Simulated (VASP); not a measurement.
TiO2:

```xyz
3
Lattice="1.4973 0.8645 6.9815 -1.4973 0.8645 6.9815 0.0000 -1.7290 6.9815" Properties=species:S:1:pos:R:3 pbc="T T T"
Ti    0.0000    0.0000    0.0000
O     0.0000    0.0000    7.9492
O     0.0000    0.0000   12.9955
```

Base run:

| Item | Value |
| --- | --- |
| Program | VASP 6.6.1 |
| Functional | PBEsol |
| Potentials or basis | VASP PAW PBE potentials, release 64 (Ti_sv, O) |
| Cutoff | 520 eV |
| k mesh | 10 × 10 × 10 |
| Occupations | fermi-dirac, width 0.05 eV |
| Spin | no spin polarisation |

Its results: band gap on the k mesh 2.64 eV, indirect (least direct gap 2.83 eV); pressure -3.9 GPa; largest force 0.385 eV/Å.

Task: The run is repeated on the same cell with these changes: functional from PBEsol to LDA; potentials or basis from VASP PAW PBE potentials, release 64 (Ti_sv, O) to VASP PAW LDA potentials, release 64 (Ti_sv, O). What comes out?

Result: Band gap on the k mesh 2.60 eV, indirect (least direct gap 2.77 eV); pressure -6.9 GPa; largest force 0.750 eV/Å.

Caveats: the PAW data sets were made with another functional, which shifts forces and pressure a little (some runs).

A k mesh can miss the band edges.
